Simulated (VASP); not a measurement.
# Bi (I4/mcm) in VASP: settings compared

Aim: see how the results for Bi move with the level of theory and the settings. Levels: PBEsol, LDA, r2SCAN. Tasks: single point.

Program: VASP 6.6.1. These are calculated values, not measurements. Logs are shortened: lines on timing, memory, paths and dates and some standing lists are left out, and cuts for length are marked.

## (1) The cell of the first run

It takes space group I4/mcm (No. 140, tetragonal). The conventional cell has a = 8.899 Å, b = 8.899 Å, c = 4.131 Å, α = 90.00°, β = 90.00°, γ = 90.00°. Within 4.4 Å of Bi (site symmetry m2m) lie 9 Bi at 3.31 to 4.13 Å.

## (2) Single point, PBEsol

INCAR

```
PREC     = Accurate       # precision mode
ENCUT    = 520            # plane-wave cutoff, eV
EDIFF    = 1E-6           # SCF threshold, eV
ISMEAR   = -1             # smearing method
SIGMA    = 0.05           # smearing width, eV
LREAL    = F              # projectors in reciprocal space
LASPH    = T              # aspherical terms in the spheres
NELM     = 60             # most SCF steps
ALGO     = Fast           # electronic algorithm
ISIF     = 2              # what is computed and relaxed
LWAVE    = F              # write WAVECAR
LCHARG   = T              # write CHGCAR
GGA      = PS             # functional
LELF     = T              # ELF
LVHAR    = T            
NBANDS   = 38             # bands
```

KPOINTS

```
Automatic mesh
0
Gamma
  7 7 7
```

POSCAR

```
Bi
1.0
   -4.4497480000      4.4497480000      2.0656320000
    4.4497480000     -4.4497480000      2.0656320000
    4.4497480000      4.4497480000     -2.0656320000
Bi
4
Direct
    0.1456555000      0.3543445000      0.5000000000
    0.8543445000      0.6456555000      0.5000000000
    0.6456555000      0.1456555000      0.7913110000
    0.3543445000      0.8543445000      0.2086890000
```

Potentials or basis: VASP PAW PBE potentials, release 64 (Bi_d).

Run with:

```sh
$ cat potpaw_PBE.64/Bi_d/POTCAR > POTCAR
$ mpirun -np 1 vasp_std > vasp.out
```

OUTCAR:

```text
PREC = Accurate
   ENCUT = 520
   EDIFF = 1E-6
   ISMEAR = -1
   LREAL = F
   LASPH = T
   NELM = 60
   ISIF = 2
   GGA = PS

 ion  position               nearest neighbor table
   1  0.146  0.354  0.500-   3 3.31   4 3.31   3 3.31   4 3.31   2 3.34   2 3.34   2 3.67
   2  0.854  0.646  0.500-   3 3.31   4 3.31   3 3.31   4 3.31   1 3.34   1 3.34   1 3.67
   3  0.646  0.146  0.791-   1 3.31   2 3.31   1 3.31   2 3.31   4 3.34   4 3.34   4 3.67
   4  0.354  0.854  0.209-   1 3.31   2 3.31   1 3.31   2 3.31   3 3.34   3 3.34   3 3.67

  LATTYP: Found a body centered tetragonal cell.
 ALAT       =     8.8994960000
 C/A-ratio  =     0.4642132543

  Lattice vectors:

 A1 = (  -4.4497480000,   4.4497480000,   2.0656320000)
 A2 = (   4.4497480000,  -4.4497480000,   2.0656320000)
 A3 = (   4.4497480000,   4.4497480000,  -2.0656320000)

Analysis of symmetry for initial positions (statically):
=====================================================================
 Subroutine PRICEL returns:
 Original cell was already a primitive cell.

 Routine SETGRP: Setting up the symmetry group for a
 body centered tetragonal supercell.

 Subroutine GETGRP returns: Found 16 space group operations
 (whereof  8 operations were pure point group operations)
 out of a pool of 16 trial point group operations.

The static configuration has the point symmetry C_4h.
 The point group associated with its full space group is D_4h.

Analysis of symmetry for dynamics (positions and initial velocities):
=====================================================================
 Subroutine PRICEL returns:
 Original cell was already a primitive cell.

 Routine SETGRP: Setting up the symmetry group for a
 body centered tetragonal supercell.

 Subroutine GETGRP returns: Found 16 space group operations
 (whereof  8 operations were pure point group operations)
 out of a pool of 16 trial point group operations.

The dynamic configuration has the point symmetry C_4h.
 The point group associated with its full space group is D_4h.

 Subroutine INISYM returns: Found 16 space group operations
 (whereof  8 operations are pure point group operations),
 and found     1 'primitive' translations

----------------------------------------------------------------------------------------

                                     Primitive cell

  volume of cell :     163.6002

  direct lattice vectors                    reciprocal lattice vectors
    -4.449748000  4.449748000  2.065632000     0.000000000  0.112365914  0.242056668
     4.449748000 -4.449748000  2.065632000     0.112365914  0.000000000  0.242056668
     4.449748000  4.449748000 -2.065632000     0.112365914  0.112365914  0.000000000

  length of vectors
     6.623243170  6.623243170  6.623243170     0.266866126  0.266866126  0.158909399

  position of ions in fractional coordinates (direct lattice)
     0.145655500  0.354344500  0.500000000
     0.854344500  0.645655500  0.500000000
     0.645655500  0.145655500  0.791311000
     0.354344500  0.854344500  0.208689000

  ion indices of the primitive-cell ions
   primitive index   ion index
                 1           1
                 2           2
                 3           3
                 4           4

----------------------------------------------------------------------------------------

 KPOINTS: Automatic mesh

Automatic generation of k-mesh.
 Grid dimensions read from file:
 generate k-points for:    7    7    7

 Generating k-lattice:

  Cartesian coordinates                     Fractional coordinates (reciprocal lattice)
     0.000000000  0.016052273  0.034579524     0.142857143  0.000000000 -0.000000000
     0.016052273  0.000000000  0.034579524     0.000000000  0.142857143 -0.000000000
     0.016052273  0.016052273  0.000000000     0.000000000  0.000000000  0.142857143

  Length of vectors
     0.038123732  0.038123732  0.022701343

  Shift w.r.t. Gamma in fractional coordinates (k-lattice)
     0.000000000  0.000000000  0.000000000

 Subroutine IBZKPT returns following result:
 ===========================================

 Found     40 irreducible k-points:

 Following reciprocal coordinates:
            Coordinates               Weight
  0.000000  0.000000  0.000000      1.000000
  0.142857  0.000000  0.000000      8.000000
  0.285714 -0.000000  0.000000      8.000000
  0.428571 -0.000000  0.000000      8.000000
  0.142857  0.142857  0.000000      8.000000
  0.285714  0.142857  0.000000     16.000000
[... 16 lines left out ...]
 -0.142857  0.285714  0.142857      8.000000
 -0.428571  0.428571  0.142857      8.000000
 [... further k-points ...]
   k-points           NKPTS =     40   k-points in BZ     NKDIM =     40   number of bands    NBANDS=     38
   number of dos      NEDOS =    301   number of ions     NIONS =      4
   total plane-waves  NPLWV = 125000
   dimension x,y,z NGX =    50 NGY =   50 NGZ =   50
   dimension x,y,z NGXF=   100 NGYF=  100 NGZF=  100
   ions per type =               4
   NGX,Y,Z   is equivalent  to a cutoff of  12.55, 12.55, 12.55 a.u.
   NGXF,Y,Z  is equivalent  to a cutoff of  25.10, 25.10, 25.10 a.u.
 SYSTEM =  unknown system
   PREC   = accura    normal or accurate (medium, high low for compatibility)
   ISTART =      0    job   : 0-new  1-cont  2-samecut
   ICHARG =      2    charge: 1-file 2-atom 10-const
   ISPIN  =      1    spin polarized calculation?
   LNONCOLLINEAR =      F non collinear calculations
   LSORBIT =      F    spin-orbit coupling
   LASPH  =      T    aspherical Exc in radial PAW
   ENCUT  =  520.0 eV  38.22 Ry    6.18 a.u.  12.31 12.31 12.31*2*pi/ulx,y,z
   NELM   =     60;   NELMIN=  2; NELMDL= -5     # of ELM steps
   EDIFF  = 0.1E-05   stopping-criterion for ELM
   LREAL  =      F    real-space projection
   EDIFFG = 0.1E-04   stopping-criterion for IOM
   NSW    =      0    number of steps for IOM
   IBRION =     -1    ionic relax: 0-MD 1-quasi-New 2-CG
   NFREE  =      0    steps in history (QN), initial steepest desc. (CG)
   ISIF   =      2    stress and relaxation
   ISYM   =      2    0-nonsym 1-usesym 2-fastsym
   POTIM  = 0.5000    time-step for ionic-motion
   TEBEG  =    0.0;   TEEND  =   0.0 temperature during run
   PSTRESS=    0.0 pullay stress
   NELECT =      60.0000    total number of electrons
   NUPDOWN=      -1.0000    fix difference up-down
   EMIN   =  10.00;   EMAX   =-10.00  energy-range for DOS
   EFERMI =   0.00;   METHOD = LEGACY
   ISMEAR =    -1;   SIGMA  =   0.05  broadening in eV -4-tet -1-fermi 0-gaus
   EFERMI_NEDOS =   21; number of points for ismear=-14 and -15
   IALGO  =     68    algorithm
   IMIX   =      4    mixing-type and parameters
     AMIX     =   0.40;   BMIX     =  1.00
     AMIX_MAG =   1.60;   BMIX_MAG =  1.00
  volume/ion in A,a.u.               =      40.90       276.01
  Fermi-wavevector in a.u.,A,eV,Ry     =   1.171828  2.214434 18.683270  1.373182
  Thomas-Fermi vector in A             =   2.308266
   LORBIT       =      0    0 simple, 1 ext, 2 COOP (PROOUT), +10 PAW based schemes
   GGA     = PS    functional components
   LHFCALC =     F    Hartree Fock is set to
   AEXX    =    0.0000 exact exchange contribution
   IVDW    =     0    specifies the selected vdW correction
   LEPSILON=     F    determine dielectric tensor
   LRPA    =     F    only Hartree local field effects (RPA)
 non-spin polarized calculation
 RMM-DIIS sequential band-by-band and
  energy-cutoff  :      520.00
  volume of cell :      163.60
 maximum number of plane-waves:      4459
 NGX is ok and might be reduce to    50
   NGX = 25   NGY = 25   NGZ = 25

 number of electron      60.0000024 magnetization

 Free energy of the ion-electron system (eV)
  ---------------------------------------------------
  ext. energy  EPLUGINS =         0.00000000
  ---------------------------------------------------
  free energy    TOTEN  =       -16.31630274 eV

  energy without entropy =      -16.28924614  energy(sigma->0) =      -16.30277444

 E-fermi :   4.8080     XC(G=0):  -8.7815

 val. band max:        4.7947897271   @ k =  -0.4286   0.4286   0.0000
 cond. band min:       4.8185071638   @ k =  -0.4286   0.4286   0.1429
 fundamental gap:      0.0237174367
 Fermi energy:         4.8080341810

 k-point     1 :       0.0000    0.0000    0.0000
  band No.  band energies     occupation
      1     -18.0505      2.00000
      2     -18.0505      2.00000
      3     -18.0304      2.00000
      4     -18.0067      2.00000
      5     -18.0067      2.00000
      6     -18.0062      2.00000
[... 30 lines left out ...]
     37       9.7779      0.00000
     38      10.9328      0.00000

 k-point     2 :       0.1429    0.0000    0.0000
  band No.  band energies     occupation
      1     -18.0601      2.00000
      2     -18.0545      2.00000
      3     -18.0250      2.00000
      4     -18.0019      2.00000
      5     -17.9968      2.00000
      6     -17.9895      2.00000
[... 30 lines left out ...]
     37       8.8090      0.00000
     38      11.0116      0.00000

 k-point     3 :       0.2857   -0.0000    0.0000
  band No.  band energies     occupation
      1     -18.0609      2.00000
      2     -18.0542      2.00000
      3     -18.0191      2.00000
      4     -18.0105      2.00000
      5     -17.9855      2.00000
      6     -17.9804      2.00000
[... 30 lines left out ...]
     37       9.3168      0.00000
     38      11.6077      0.00000

 k-point     4 :       0.4286   -0.0000    0.0000
  band No.  band energies     occupation
      1     -18.0450      2.00000
      2     -18.0384      2.00000
      3     -18.0257      2.00000
      4     -18.0026      2.00000
      5     -18.0025      2.00000
      6     -17.9703      2.00000
[... 30 lines left out ...]
     37      10.0706      0.00000
     38      10.4966      0.00000
[... 703 lines left out ...]
      4     -18.0211      2.00000
      5     -18.0073      2.00000
      6     -17.9816      2.00000
[... 30 lines left out ...]
     37       9.0124      0.00000
     38       9.9211      0.00000

 k-point    23 :      -0.1429    0.2857    0.1429
  band No.  band energies     occupation
      1     -18.0814      2.00000
      2     -18.0397      2.00000
      3     -18.0227      2.00000
      4     -18.0074      2.00000
      5     -18.0025      2.00000
      6     -17.9866      2.00000
[... 30 lines left out ...]
     37       9.3289      0.00000
     38      10.4927      0.00000

 k-point    24 :      -0.4286    0.4286    0.1429
  band No.  band energies     occupation
      1     -18.0938      2.00000
      2     -18.0346      2.00000
      3     -18.0259      2.00000
      4     -18.0183      2.00000
      5     -18.0006      2.00000
      6     -17.9852      2.00000
[... 30 lines left out ...]
     37       9.2468      0.00000
     38       9.7333      0.00000

 [... further k-points ...]

------------------------ aborting loop because EDIFF is reached ----------------------------------------

  FORCE on cell =-STRESS in cart. coord.  units (eV):
  Direction    XX          YY          ZZ          XY          YZ          ZX
  --------------------------------------------------------------------------------------
  -------------------------------------------------------------------------------------
  Total       -1.7451638     -1.7451638     -2.1799549      0.0000000      0.0000000      0.0000000
  in kB      -17.0908241    -17.0908241    -21.3488411      0.0000000      0.0000000      0.0000000
  external PRESSURE =     -18.5101631 kB  Pullay stress =       0.0000000 kB

 VOLUME and BASIS-vectors are now :
 -----------------------------------------------------------------------------
  energy-cutoff  :      520.00
  volume of cell :      163.60
      direct lattice vectors                 reciprocal lattice vectors
    -4.449748000  4.449748000  2.065632000     0.000000000  0.112365914  0.242056668
     4.449748000 -4.449748000  2.065632000     0.112365914  0.000000000  0.242056668
     4.449748000  4.449748000 -2.065632000     0.112365914  0.112365914  0.000000000

 POSITION                                       TOTAL-FORCE (eV/Angst)
 -----------------------------------------------------------------------------------
      3.15349      1.29626      0.00000         0.087439     -0.087439     -0.000000
      1.29626      3.15349      2.06563        -0.087439      0.087439      0.000000
      1.29626      5.74601     -0.00000        -0.087439     -0.087439     -0.000000
      3.15349     -1.29626      2.06563         0.087439      0.087439      0.000000
 -----------------------------------------------------------------------------------
    total drift:                               -0.000000     -0.000000      0.000000

  FREE ENERGIE OF THE ION-ELECTRON SYSTEM (eV)
  ---------------------------------------------------
  free  energy   TOTEN  =       -16.3163027447 eV

  energy  without entropy=      -16.2892461441  energy(sigma->0) =      -16.30277444
```

Wall time 7.2 min (1 thread of Intel Xeon Platinum 8375C at 2.90GHz (Ice Lake), shared host); peak memory 0.43 GiB.

What came out:

- Free energy: -16.3163 eV
- Pressure: -1.9 GPa
- Largest force: 0.124 eV/Å
- Band gap on the k mesh: zero (bands 30 and 31 overlap by 1.44 eV)

Forces on the atoms (eV/Å):
```
Bi   0.087 -0.087  0.000
Bi  -0.087  0.087  0.000
Bi  -0.087 -0.087  0.000
Bi   0.087  0.087  0.000
```

Levels at points of the mesh, in eV from the Fermi level:
```
           k point  band 27  band 28  band 29  band 30  band 31  band 32  band 33  band 34
(0.00, 0.00, 0.00)    -1.25    -1.25    -0.58    -0.42    -0.03    -0.03     2.98     2.98
```

Caveat: the PAW data sets were made with another functional, which shifts forces and pressure a little; spin-orbit coupling is left out, which moves the levels of the heavy elements.

## (3) Single point, LDA

INCAR

```
PREC = Accurate
ENCUT = 520
EDIFF = 1E-7
ISMEAR = -1
SIGMA = 0.05
LREAL = F
LASPH = T
NELM = 80
ALGO = Fast
ISIF = 2
LWAVE = F
LCHARG = F
GGA = CA
NBANDS = 38
```

KPOINTS

```
regular mesh
0
Gamma
  7 7 7
```

POSCAR is that of step 2.

Potentials or basis: VASP PAW LDA potentials, release 64 (Bi_d).

Run with:

```sh
$ cat potpaw_LDA.64/Bi_d/POTCAR > POTCAR
$ mpirun -np 1 vasp_std > vasp.out
```

Wall time 6.5 min (1 thread of Intel Xeon Platinum 8375C at 2.90GHz (Ice Lake), shared host); peak memory 0.36 GiB.

Results (log left out):

* Free energy: -17.2294 eV
* Pressure: -2.7 GPa
* Largest force: 0.148 eV/Å
* Band gap on the k mesh: zero (bands 30 and 31 overlap by 1.44 eV)

Forces on the atoms (eV/Å):
```
Bi   0.105 -0.105  0.000
Bi  -0.105  0.105  0.000
Bi  -0.105 -0.105  0.000
Bi   0.105  0.105  0.000
```

Stress tensor (GPa, compression positive):
```
-2.56  0.00  0.00
 0.00 -2.56  0.00
 0.00  0.00 -3.11
```

Levels at points of the mesh, in eV from the Fermi level:
| k point | band 28 | band 29 | band 30 | band 31 | band 32 | band 33 |
| --- | --- | --- | --- | --- | --- | --- |
| (0.00, 0.00, 0.00) | -1.24 | -0.58 | -0.41 | -0.05 | -0.05 | 2.98 |

Caveat: spin-orbit coupling is left out, which moves the levels of the heavy elements.

## (4) Single point, r2SCAN

This run uses another cell than the first one, of 43.35 Å³/atom.

POSCAR

```
Bi
1.0
   -4.5370201173      4.5370201173      2.1061448736
    4.5370201173     -4.5370201173      2.1061448736
    4.5370201173      4.5370201173     -2.1061448736
Bi
4
Direct
    0.1456555000      0.3543445000      0.5000000000
    0.8543445000      0.6456555000      0.5000000000
    0.6456555000      0.1456555000      0.7913110000
    0.3543445000      0.8543445000      0.2086890000
```

INCAR.step1

```
SYSTEM = Bi
PREC = Accurate ; ENCUT = 520
ISMEAR = -1 ; SIGMA = 0.05
LREAL = .FALSE. ; LASPH = .TRUE.
NELM = 100 ; NBANDS = 38
GGA = PE ; ALGO = Normal
EDIFF = 1E-4 ; LWAVE = .TRUE.
LCHARG = .FALSE.
```

INCAR.step2

```
SYSTEM = Bi
PREC = Accurate ; ENCUT = 520
EDIFF = 1E-7 ; ISMEAR = -1
SIGMA = 0.05 ; LREAL = .FALSE.
LASPH = .TRUE. ; NELM = 100
ALGO = Normal ; ISIF = 2
LWAVE = .FALSE. ; LCHARG = .TRUE.
METAGGA = R2SCAN ; LMIXTAU = .TRUE.
LELF = .TRUE. ; LVHAR = .TRUE.
NBANDS = 38 ; ISTART = 1
```

KPOINTS

```
regular mesh
0
G
  7 7 7
  0 0 0
```

Potentials or basis: VASP PAW PBE potentials, release 64 (Bi_d).

Run with:

```sh
$ cat potpaw_PBE.64/Bi_d/POTCAR > POTCAR
$ cp INCAR.step1 INCAR
$ mpirun -np 1 vasp_std > vasp.out
$ cp INCAR.step2 INCAR
$ mpirun -np 1 vasp_std > vasp.out
```

It took 28 min on 1 thread of Intel Xeon Platinum 8259CL at 2.50GHz (Skylake/Cascade Lake), shared host; peak memory 0.47 GiB.

The run converged. Its results:

* Free energy: -232.7908 eV
* Pressure: -2.6 GPa
* Largest force: 0.210 eV/Å
* Band gap on the k mesh: zero (bands 30 and 31 overlap by 1.50 eV)

Forces on the atoms (eV/Å):
```
Bi   0.148 -0.148  0.000
Bi  -0.148  0.148  0.000
Bi  -0.148 -0.148  0.000
Bi   0.148  0.148  0.000
```

Stress tensor (GPa, compression positive):
```
-2.41  0.00  0.00
 0.00 -2.41  0.00
 0.00  0.00 -3.03
```

Levels at points of the mesh, in eV from the Fermi level:
| k point | band 26 | band 27 | band 28 | band 29 | band 30 | band 31 | band 32 | band 33 | band 34 | band 35 |
| --- | --- | --- | --- | --- | --- | --- | --- | --- | --- | --- |
| (0.00, 0.00, 0.00) | -1.79 | -1.24 | -1.24 | -0.61 | -0.35 | -0.08 | -0.08 | 3.08 | 3.08 | 3.37 |

Caveat: the PAW data sets were made with another functional, which shifts forces and pressure a little; spin-orbit coupling is left out, which moves the levels of the heavy elements.

## (5) Single point, r2SCAN

This run uses another cell than the first one, of 38.45 Å³/atom.

POSCAR

```
Bi
1.0
   -4.3589113281      4.3589113281      2.0234644129
    4.3589113281     -4.3589113281      2.0234644129
    4.3589113281      4.3589113281     -2.0234644129
Bi
4
Direct
    0.1456555000      0.3543445000      0.5000000000
    0.8543445000      0.6456555000      0.5000000000
    0.6456555000      0.1456555000      0.7913110000
    0.3543445000      0.8543445000      0.2086890000
```

INCAR.step1

```
  PREC = Accurate
  ENCUT = 520
  ISMEAR = -1
  SIGMA = 0.05
  LREAL = False
  LASPH = True
  NELM = 60
  NBANDS = 38
  GGA = PE
  ALGO = Normal
  EDIFF = 1E-4
  LWAVE = True
  LCHARG = False
```

INCAR.step2

```
  PREC = Accurate
  ENCUT = 520
  EDIFF = 1E-7
  ISMEAR = -1
  SIGMA = 0.05
  LREAL = False
  LASPH = True
  NELM = 60
  ALGO = Normal
  ISIF = 2
  LWAVE = False
  LCHARG = True
  METAGGA = R2SCAN
  LMIXTAU = True
  LELF = True
  LVHAR = True
  NBANDS = 38
  ISTART = 1
```

KPOINTS

```
regular mesh
0
Gamma
  7 7 7
```

Run with:

```sh
$ cat potpaw_PBE.64/Bi_d/POTCAR > POTCAR
$ cp INCAR.step1 INCAR
$ mpirun -np 1 vasp_std > vasp.out
$ cp INCAR.step2 INCAR
$ mpirun -np 1 vasp_std > vasp.out
```

Wall time 20 min (1 thread of Oxide Virtual Turin-like, shared host); peak memory 0.42 GiB.

It converged, with:

```yaml
Free_energy: -232.8547 eV
Pressure: 2.0 GPa
Largest_force: 0.177 eV/Å
Band_gap_on_the_k_mesh: zero (bands 30 and 31 overlap by 1.76 eV)
```

Forces on the atoms (eV/Å):
```
Bi  -0.125  0.125  0.000
Bi   0.125 -0.125  0.000
Bi   0.125  0.125  0.000
Bi  -0.125 -0.125  0.000
```

Stress tensor (GPa, compression positive):
```
1.60 0.00 0.00
0.00 1.60 0.00
0.00 0.00 2.65
```

Levels at points of the mesh, in eV from the Fermi level:
```csv
k point,band 28,band 29,band 30,band 31,band 32,band 33
"(0.00, 0.00, 0.00)",-1.32,-0.73,-0.28,-0.12,-0.12,3.21
```

Caveat: the PAW data sets were made with another functional, which shifts forces and pressure a little; spin-orbit coupling is left out, which moves the levels of the heavy elements.

(Continued in part 2 of 2.)

The gap in the log of VASP goes by the Fermi energy; the results here count the filled bands.